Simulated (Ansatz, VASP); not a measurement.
## Two plane-wave programs on SnO2

Contents of INCAR:

```
ALGO     = Normal         # electronic algorithm
EDIFF    = 1E-6           # SCF threshold, eV
ENCUT    = 520            # plane-wave cutoff, eV
GGA      = PE             # functional
ISIF     = 2              # what is computed and relaxed
ISMEAR   = 0              # smearing method
LASPH    = T              # aspherical terms in the spheres
LCHARG   = F              # write CHGCAR
LREAL    = F              # projectors in reciprocal space
LWAVE    = F              # write WAVECAR
NBANDS   = 35             # bands
NELM     = 80             # most SCF steps
PREC     = Accurate       # precision mode
SIGMA    = 0.05           # smearing width, eV
```

File KPOINTS:

```
k-points
0
Gamma
  6 6 8
```

File POSCAR:

```
SnO2
1.0
    4.8265176357      0.0000000000      0.0000000000
    0.0000000000      4.8283676035      0.0000000000
    0.0000000000      0.0000000000      3.2381666599
Sn O
2 4
Direct
    0.5188974421      0.5149196810      0.4943670467
   -0.0062852008     -0.0182587611     -0.0157972970
    0.2813217613      0.2986328601      0.0427925819
    0.7779428076      0.2004032651      0.5438313217
    0.2416688168      0.8011123038      0.4473877516
    0.6864543730      0.7031906511     -0.0125814050
```

Input for Ansatz:

```yaml
crystal:
  lattice:
    - [4.8265176357, 0.0, 0.0]
    - [0.0, 4.8283676035, 0.0]
    - [0.0, 0.0, 3.2381666599]
  atoms:
    - { symbol: Sn, position: [0.5188974421, 0.514919681, 0.4943670467] }
    - { symbol: Sn, position: [-0.0062852008, -0.0182587611, -0.015797297] }
    - { symbol: O, position: [0.2813217613, 0.2986328601, 0.0427925819] }
    - { symbol: O, position: [0.7779428076, 0.2004032651, 0.5438313217] }
    - { symbol: O, position: [0.2416688168, 0.8011123038, 0.4473877516] }
    - { symbol: O, position: [0.686454373, 0.7031906511, -0.012581405] }
basis:
  ecutwfc: 420
kpoints:
  mp_grid: { grid: [6, 6, 8] }
hamiltonian:
  xc: pbe
scf:
  occupations: { method: gaussian, width: 0.05 }
output:
  forces: true
  stress: true
  eigenvalues: true
```

Change from the starting cell: all atoms moved at random (sigma 0.1 Å a component).

Alike in both runs: task single point; functional PBE; k mesh 6 × 6 × 8; occupations gaussian, width 0.05 eV; no spin polarisation.

|  | VASP | Ansatz |
| --- | --- | --- |
| version | VASP 6.6.1 | Ansatz 0.2.0 |
| potentials or method | VASP PAW PBE potentials, release 64 (Sn_d, O), cutoff 520 eV | scalar-relativistic, plane waves, PAW |
| valence electrons in the cell | 52 | 52 |

```csv
,VASP,Ansatz,Ansatz less VASP
gap on the k mesh at the Fermi level (eV),0.22,0.23,+0.006
least direct gap on the mesh (eV),0.40,0.39,-0.004
pressure (GPa),4.0,3.5,-0.52
"traceless stress, the component that is largest in VASP (GPa)",-2.87,-2.86,+0.003
rms of the force components (eV/Å),1.612,1.598,-0.0136
```

Atom by atom the forces differ by 0.017 eV/Å (rms over components). With one functional, cell and mesh, what is left measures potentials, basis and numerics.
